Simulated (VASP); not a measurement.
Wanted: the native input for a VASP 6.6.1 run.

```
Task                   : single point
Functional             : PBE
Potentials or basis    : VASP PAW PBE potentials, release 64 (Pb_d, Te)
Cutoff                 : 520 eV
k mesh                 : 6 × 6 × 4
Occupations            : gaussian, width 0.01 eV
Spin                   : no spin polarisation
Dipole correction      : no
Further INCAR settings : ALGO = Normal; EDIFF = 1e-07; NBANDS = 28
```

The structure of TePb lies in POSCAR:

```
TePb
1.0
    5.5823468470      0.0000000000      0.0000000000
   -2.7911734235      4.8344541822      0.0000000000
    0.0000000000      0.0000000000      6.6836973835
Pb Te
2 2
Direct
    0.3333333333      0.6666666667      0.2500000000
    0.6666666667      0.3333333333      0.7500000000
    0.6666666667      0.3333333333      0.2500000000
    0.3333333333      0.6666666667      0.7500000000
```

This cell differs from its parent crystal: volume changed by +3%.

The input as run:

INCAR

```
PREC = Accurate
ENCUT = 520
EDIFF = 1E-7
ISMEAR = 0
SIGMA = 0.01
LREAL = F
LASPH = T
NELM = 80
ALGO = Normal
ISIF = 2
LWAVE = F
LCHARG = F
GGA = PE
NBANDS = 28
```

KPOINTS

```
regular mesh
0
Gamma
  6 6 4
```

Potentials or basis: VASP PAW PBE potentials, release 64 (Pb_d, Te).

Launch:

```sh
$ cat potpaw_PBE.64/Pb_d/POTCAR potpaw_PBE.64/Te/POTCAR > POTCAR
$ mpirun -np 1 vasp_std > vasp.out
```

It gave:

The pressure is -0.8 GPa and the band gap on the k mesh is 1.17 eV, direct.

Caveat: spin-orbit coupling is left out, which moves the levels of the heavy elements.

Run time: 54 s on 1 thread of Intel(R) Xeon(R) 6975P-C (Granite Rapids) (shared host), peak memory 0.33 GiB.
